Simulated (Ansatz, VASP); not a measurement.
**Two plane-wave programs on V**

```
CELL_PARAMETERS angstrom
-1.48297 1.48297 1.48297
1.48297 -1.48297 1.48297
1.48297 1.48297 -1.48297
ATOMIC_POSITIONS crystal
V 0.00000 0.00000 0.00000
```

Alike in both runs: task relaxation of cell and atoms; functional PBEsol; k mesh 20 × 20 × 20; occupations gaussian, width 0.1 eV; no spin polarisation.

```csv
,VASP,Ansatz
version,VASP 6.6.1,Ansatz 0.2.0
potentials or method,"VASP PAW PBE potentials, release 64 (V_sv), cutoff 600 eV","scalar-relativistic, plane waves, PAW"
valence electrons in the cell,13,13
```

```csv
,VASP,Ansatz,Ansatz less VASP
"gap on the k mesh at the Fermi level, each at its own relaxed structure (eV)",none,none,-
relaxed volume (Å³/atom),12.96,12.95,-0.011
relaxed cell length with the largest relative difference (Å),2.563,2.562,-0.0007
```

VASP's potentials were made for PBE, not for PBEsol. A gap of «none» marks a metal or a gap that the smearing closes.
